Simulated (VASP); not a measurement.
Here is a VASP 6.6.1 calculation.

The input INCAR:

```
SYSTEM = SiC
ALGO = Normal ; EDIFF = 1E-7
ENCUT = 520 ; GGA = PE
ISIF = 2 ; ISMEAR = 0
LASPH = .True. ; LCHARG = .False.
LREAL = .False. ; LWAVE = .False.
NBANDS = 11 ; NELM = 80
PREC = Accurate ; SIGMA = 0.1
```

KPOINTS

```
k-points
0
Gamma
  18 18 18
  0 0 0
```

POSCAR

```
SiC
1.0
    0.0000000000      2.0941419912      2.0941419912
    2.0941419912      0.0000000000      2.0941419912
    2.0941419912      2.0941419912      0.0000000000
Si C
1 1
Direct
    0.0000000000      0.0000000000      0.0000000000
    0.5000000000      0.5000000000      0.5000000000
```

Potentials or basis: VASP PAW PBE potentials, release 64 (Si, C).

Launch:

```console
$ cat potpaw_PBE.64/Si/POTCAR potpaw_PBE.64/C/POTCAR > POTCAR
$ mpirun -np 1 vasp_std > vasp.out
```

**Question.** What does it give for the pressure?

**Answer.** -18.7 GPa.

**Question.** What does it give for the band gap on the k mesh?

**Answer.** Zero (band 4 reaches 11.01 eV, above the bottom of band 5 at 9.31 eV).
